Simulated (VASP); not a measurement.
Input of a VASP 6.6.1 run:

Contents of INCAR:

```
SYSTEM = V
  PREC = Accurate
  ENCUT = 520
  EDIFF = 1E-6
  ISMEAR = -1
  SIGMA = 0.1
  LREAL = .False.
  LASPH = .True.
  NELM = 100
  ALGO = Normal
  ISIF = 2
  LWAVE = .False.
  LCHARG = .False.
  GGA = PE
  NBANDS = 20
```

Contents of KPOINTS:

```
Automatic mesh
0
Gamma
  18 18 10
  0 0 0
```

File POSCAR:

```
V
1.0
    2.2918158332      0.0000000000      0.0000000000
   -1.1459079166      1.9847707323      0.0000000000
    0.0000000000      0.0000000000      4.1723599268
V
2
Direct
    0.3333333333      0.6666666667      0.2500000000
    0.6666666667      0.3333333333      0.7500000000
```

Potentials or basis: VASP PAW PBE potentials, release 64 (V_sv).

Run with:

```bash
$ cat potpaw_PBE.64/V_sv/POTCAR > POTCAR
$ mpirun -np 1 vasp_std > vasp.out
```

(1) What does it give for the band gap on the k mesh?

(2) What does it give for the pressure?

Results:

(1) zero (bands 13 and 14 overlap by 3.42 eV).

(2) 132.0 GPa.

Caveat: the cell stands under pressure.
